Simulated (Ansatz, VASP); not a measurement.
**Two plane-wave programs on Pd**

```
Pd
1.0
     0.00000    1.93840    1.93840
     1.93840    0.00000    1.93840
     1.93840    1.93840    0.00000
Pd
1
Direct
  0.00000 0.00000 0.00000
```

Change from the starting cell: volume scaled by 0.99, PAW files.

Alike in both runs: task electric field gradients; functional PBE; k mesh 18 × 18 × 18; occupations fermi-dirac, width 0.05 eV; no spin polarisation.

|  | VASP | Ansatz |
| --- | --- | --- |
| version | VASP 6.6.1 | Ansatz 0.2.0 |
| potentials or method | VASP PAW PBE potentials, release 64 (Pd) | PAW with Ansatz's default frozen-core files, scalar-relativistic |
| plane-wave cutoff (eV) | 520 | 420 |
| valence electrons in the cell | 10 | 18 |

Ansatz gave:

| Item | Value |
| --- | --- |
| pressure (GPa) | 9.8 |

Question: Which values does VASP return?

Answer: Pressure (GPa): 9.4.

VASP's potentials hold 10 valence electrons a cell and Ansatz's 18, so a difference there can come from the potentials and not from the codes.
